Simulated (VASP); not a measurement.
Runs of VASP 6.6.1 on Ti. The structure is that of space group P6_3/mmc (No. 194), or close to it. The cells are those of the table. 

```csv
cell,k mesh,smearing,further INCAR settings,gap on the mesh (eV),pressure (GPa)
"a = 2.958, b = 2.958, c = 4.516 Å, angles 90.0, 90.0, 120.0°, 2 atoms",24 × 24 × 12,gaussian 0.1 eV,ALGO = Fast; EDIFF = 1e-06; NBANDS = 19,none,-2.9
"a = 2.987, b = 2.987, c = 4.480 Å, angles 90.0, 90.0, 120.0°, 2 atoms",24 × 24 × 12,gaussian 0.1 eV,ALGO = Fast; EDIFF = 1e-07; NBANDS = 19,none,-4.1
"a = 2.922, b = 2.922, c = 4.631 Å, angles 90.0, 90.0, 120.0°, 2 atoms",18 × 18 × 10,fermi-dirac 0.15 eV,ALGO = Fast; EDIFF = 1e-07; NBANDS = 19,none,(b)
"a = 2.958, b = 2.958, c = 4.536 Å, angles 90.0, 90.0, 120.0°, 2 atoms",24 × 24 × 12,gaussian 0.1 eV,ALGO = Fast; EDIFF = 1e-07; NBANDS = 19,none,(a)
"a = 2.987, b = 2.987, c = 4.508 Å, angles 90.0, 90.0, 120.0°, 2 atoms",24 × 24 × 12,gaussian 0.1 eV,ALGO = Fast; EDIFF = 1e-07; NBANDS = 19,none,-4.7
```

Alike in all rows: task single point; level PBEsol; potentials or basis VASP PAW PBE potentials, release 64 (Ti_sv); no spin polarisation; cutoff (eV) 520.

Task: Estimate the missing entries.

Result: (a) -3.3; (b) -2.5.

Caveats: the PAW data sets were made with another functional, which shifts forces and pressure a little; the cell stands under tension (at least some runs); the stress differs along the axes, from -6 to -0 GPa (at least some runs).

A gap of «none» marks levels without a gap at the run's occupations.
